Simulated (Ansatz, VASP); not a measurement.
# Pb in VASP and in Ansatz

The input INCAR:

```
ALGO = Normal
EDIFF = 1E-7
EDIFFG = -0.01
ENCUT = 600
GGA = RP
IBRION = 2
ISIF = 3
ISMEAR = -1
LASPH = T
LCHARG = F
LREAL = F
LWAVE = F
NELM = 100
NSW = 60
PREC = Accurate
SIGMA = 0.05
```

The input KPOINTS:

```
k-points
0
Gamma
  9 9 9
```

POSCAR

```
Pb
1.0
   -1.9796595667      1.9796595667      1.9796595667
    1.9796595667     -1.9796595667      1.9796595667
    1.9796595667      1.9796595667     -1.9796595667
Pb
1
Direct
    0.0000000000      0.0000000000      0.0000000000
```

The input input.yaml:

```yaml
crystal:
  lattice:
    - [-1.9796595667, 1.9796595667, 1.9796595667]
    - [1.9796595667, -1.9796595667, 1.9796595667]
    - [1.9796595667, 1.9796595667, -1.9796595667]
  atoms:
    - { symbol: Pb, position: [0.0, 0.0, 0.0] }
hamiltonian:
  xc: rpbe
  pseudopotentials: { kind: paw }
kpoints:
  mp_grid: { grid: [9, 9, 9] }
scf:
  occupations: { method: fermi_dirac, width: 0.05 }
output:
  forces: true
  stress: true
  eigenvalues: true
relax:
  f_tol: 0.01
  max_steps: 40
  cell: { stress_tol: 0.05 }
```

Alike in both runs: task relaxation of cell and atoms; functional RPBE; k mesh 9 × 9 × 9; occupations fermi-dirac, width 0.05 eV; no spin polarisation.

```csv
,VASP,Ansatz
version,VASP 6.6.1,Ansatz 0.2.0
potentials or method,"VASP PAW PBE potentials, release 64 (Pb_d)",Ansatz PAW
plane-wave cutoff (eV),600,420
valence electrons in the cell,14,14
```

Ansatz gave:

```
gap on the k mesh at the Fermi level, each at its own relaxed structure (eV) : none
relaxed volume (Å³/atom)                                                     : 32.97
relaxed cell length with the largest relative difference (Å)                 : 3.499
```

Question: What did VASP give for the same quantities?

Answer: gap on the k mesh at the Fermi level, each at its own relaxed structure (eV): none; relaxed volume (Å³/atom): 33.01; relaxed cell length with the largest relative difference (Å): 3.500.

VASP's potentials were made for PBE, not for RPBE. A gap of «none» marks a metal or a gap that the smearing closes.

Spin-orbit coupling is off throughout. Noted on Ansatz's run: the plane-wave basis is chosen anew once the cell has moved, so the energies of steps on either side of that aren't comparable.
